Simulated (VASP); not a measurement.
## TaSiF: single point with PBE

Crystal: TaSiF.

```
Ta Si F
1.0
     3.02812    0.00000    0.00000
     0.00000    3.02812    0.00000
     0.00000    0.00000    5.43078
Ta Si F
1 1 1
Direct
  0.00000 0.00000 0.00000
  0.00000 0.00000 0.50000
  0.50000 0.50000 0.50000
```

```json
{
 "Program": "VASP 6.6.1",
 "Task": "single point",
 "Functional": "PBE",
 "Potentials or basis": "VASP PAW PBE potentials, release 64 (Ta_pv, Si, F)",
 "Cutoff": "520 eV",
 "k mesh": "16 × 16 × 8",
 "Occupations": "gaussian, width 0.1 eV",
 "Spin": "no spin polarisation",
 "Dipole correction": "no",
 "Further INCAR settings": "ALGO = Normal; EDIFF = 1e-06; NBANDS = 18"
}
```

The pressure is -0.1 GPa and the band gap on the k mesh is zero (band 11 reaches 5.55 eV, above the bottom of band 12 at 4.53 eV).

Stress tensor (GPa, compression positive):
```
-0.04  0.00  0.00
 0.00 -0.04  0.00
 0.00  0.00 -0.16
```

Levels at points of the mesh, in eV from the Fermi level:
```csv
k point,band 8,band 9,band 10,band 11,band 12,band 13,band 14,band 15
"(0.00, 0.00, 0.00)",-7.29,-3.87,-1.53,-0.39,2.15,2.60,2.60,4.29
"(0.50, 0.00, 0.00)",-3.00,-1.58,-0.97,-0.65,-0.55,2.03,2.77,3.04
"(0.50, 0.50, 0.00)",-5.34,-2.06,-0.47,-0.47,1.63,3.12,3.12,3.64
"(0.00, 0.00, 0.50)",-6.83,-4.01,-1.82,-1.51,2.57,2.57,4.30,4.53
"(0.50, 0.00, 0.50)",-3.48,-2.19,-1.57,-1.27,1.41,2.02,2.21,2.64
"(0.50, 0.50, 0.50)",-4.49,-1.83,-1.61,-0.16,-0.16,3.61,3.61,5.21
```

It took 52 s on 1 thread of Intel(R) Xeon(R) 6975P-C (Granite Rapids), with other jobs on the host, peak memory 0.32 GiB.

Caveat: spin-orbit coupling is left out, which moves the levels of the heavy elements.
